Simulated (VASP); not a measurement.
Input of a VASP 6.6.1 run:

Contents of INCAR:

```
SYSTEM = Zr
PREC = Accurate
ENCUT = 520
EDIFF = 1E-7
ISMEAR = -1
SIGMA = 0.1
LREAL = .False.
LASPH = .True.
NELM = 60
ALGO = Normal
ISIF = 2
LWAVE = .False.
LCHARG = .False.
GGA = PS
NBANDS = 12
```

File KPOINTS:

```
regular mesh
0
Gamma
  14 14 14
  0 0 0
```

POSCAR

```
Zr
1.0
   -1.8088614965      1.8088614965      1.8088614965
    1.8088614965     -1.8088614965      1.8088614965
    1.8088614965      1.8088614965     -1.8088614965
Zr
1
Direct
    0.0000000000      0.0000000000      0.0000000000
```

Potentials or basis: VASP PAW PBE potentials, release 64 (Zr_sv).

Launch:

```bash
$ cat potpaw_PBE.64/Zr_sv/POTCAR > POTCAR
$ mpirun -np 1 vasp_std > vasp.out
```

Question: Predict the band gap on the k mesh.

Answer: Zero (band 6 reaches 9.51 eV, above the bottom of band 7 at 7.78 eV).

Question: Predict the pressure.

Answer: -6.4 GPa.

Caveat: the PAW data sets were made with another functional, which shifts forces and pressure a little.
